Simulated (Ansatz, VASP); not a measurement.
**One calculation of Ni, two programs**

```xyz
1
Lattice="0.0000 1.7592 1.7592 1.7592 0.0000 1.7592 1.7592 1.7592 0.0000" Properties=species:S:1:pos:R:3 pbc="T T T"
Ni    0.0000    0.0000    0.0000
```

Alike in both runs: functional PBE; k mesh 20 × 20 × 20; occupations gaussian, width 0.1 eV; collinear spin.

Ansatz relaxed the structure, and its values are those at the end. VASP's run is a single point on that final structure, the one shown.

|  | VASP | Ansatz |
| --- | --- | --- |
| version | VASP 6.6.1 | Ansatz 0.2.0 |
| potentials or method | VASP PAW PBE potentials, release 64 (Ni), cutoff 520 eV | scalar-relativistic, plane waves, PAW |
| valence electrons in the cell | 10 | 18 |

```tsv
	VASP	Ansatz	Ansatz less VASP
gap on the k mesh at the Fermi level (eV)	none	none	-
pressure (GPa)	-0.1	0.0	+0.13
net moment per atom (μB)	0.63	0.64	+0.010
size of the moment on the site where the two differ most (μB)	0.64	0.68	+0.037
```

Site moments also hang on the region over which each program counts them. A gap of «none» marks a metal or a gap that the smearing closes. VASP's potentials hold 10 valence electrons a cell and Ansatz's 18, so a difference there can come from the potentials and not from the codes.
